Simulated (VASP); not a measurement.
Pb, 1 atom in the cell. The structure is tetragonal, space group I4/mmm (No. 139). The conventional cell has a = 3.633 Å, b = 3.633 Å, c = 4.544 Å, α = 90.00°, β = 90.00°, γ = 90.00°. Within 4.6 Å of Pb (site symmetry 4/mmm) lie 14 Pb at 3.43 to 4.54 Å.  This cell differs from its parent crystal: strain +0.040 along x and y, -0.080 along z.

* Program: VASP 6.6.1
* Task: single point
* Functional: PBE
* Potentials or basis: VASP PAW PBE potentials, release 64 (Pb_d)
* Cutoff: 520 eV
* k mesh: 16 × 16 × 16
* Occupations: gaussian, width 0.15 eV
* Spin: no spin polarisation
* Dipole correction: no
* Further INCAR settings: ALGO = Fast; EDIFF = 1e-07; NBANDS = 13

Potentials or basis: VASP PAW PBE potentials, release 64 (Pb_d).

Run with:

```sh
$ cat potpaw_PBE.64/Pb_d/POTCAR > POTCAR
$ mpirun -np 1 vasp_std > vasp.out
```

Hardware: 1 thread of Intel Xeon 8259CL (shared host).

Q: Estimate the wall time of this run.

A: Wall time 4.6 min on 1 thread of Intel Xeon 8259CL, on a shared host, peak memory 0.26 GiB. Counts: scf iterations 15, k points 349.
